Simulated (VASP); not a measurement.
Wanted: the native input for a VASP 6.6.1 run.

```yaml
Task: single point
Functional: PBE
Potentials_or_basis: VASP PAW PBE potentials, release 64 (Ba_sv, Zr_sv, O)
Cutoff: 520 eV
k_mesh: 6 × 6 × 6
Occupations: gaussian, width 0.02 eV
Spin: no spin polarisation
Dipole_correction: no
Further_INCAR_settings: ALGO = Normal; EDIFF = 1e-06; NBANDS = 28
```

The structure of BaZrO3 lies in POSCAR:

```
BaZrO3
1.0
    4.1408698133      0.0000000000      0.0000000000
    0.0000000000      4.1408698133      0.0000000000
    0.0000000000      0.0000000000      4.1408698133
Ba Zr O
1 1 3
Direct
    0.0000000000      0.0000000000      0.0000000000
    0.5000000000      0.5000000000      0.5000000000
    0.0000000000      0.5000000000      0.5000000000
    0.5000000000      0.0000000000      0.5000000000
    0.5000000000      0.5000000000      0.0000000000
```

This cell differs from its parent crystal: volume scaled by 0.94.

These files were run (other wordings do the same):

INCAR

```
SYSTEM = BaZrO3
  PREC = Accurate
  ENCUT = 520
  EDIFF = 1E-6
  ISMEAR = 0
  SIGMA = 0.02
  LREAL = .False.
  LASPH = .True.
  NELM = 80
  ALGO = Normal
  ISIF = 2
  LWAVE = .False.
  LCHARG = .False.
  GGA = PE
  NBANDS = 28
```

KPOINTS

```
Automatic mesh
0
Gamma
  6 6 6
  0 0 0
```

Potentials or basis: VASP PAW PBE potentials, release 64 (Ba_sv, Zr_sv, O).

Command:

```bash
$ cat potpaw_PBE.64/Ba_sv/POTCAR potpaw_PBE.64/Zr_sv/POTCAR potpaw_PBE.64/O/POTCAR > POTCAR
$ mpirun -np 1 vasp_std > vasp.out
```

Results of the run:

```json
{"Pressure": "11.8 GPa", "Band gap on the k mesh": "3.27 eV, indirect (least direct gap 3.45 eV)"}
```

Caveat: spin-orbit coupling is left out, which moves the levels of the heavy elements.

It took 23 s on 1 thread of Intel(R) Xeon(R) 6975P-C (Granite Rapids) (shared host), peak memory 0.19 GiB.
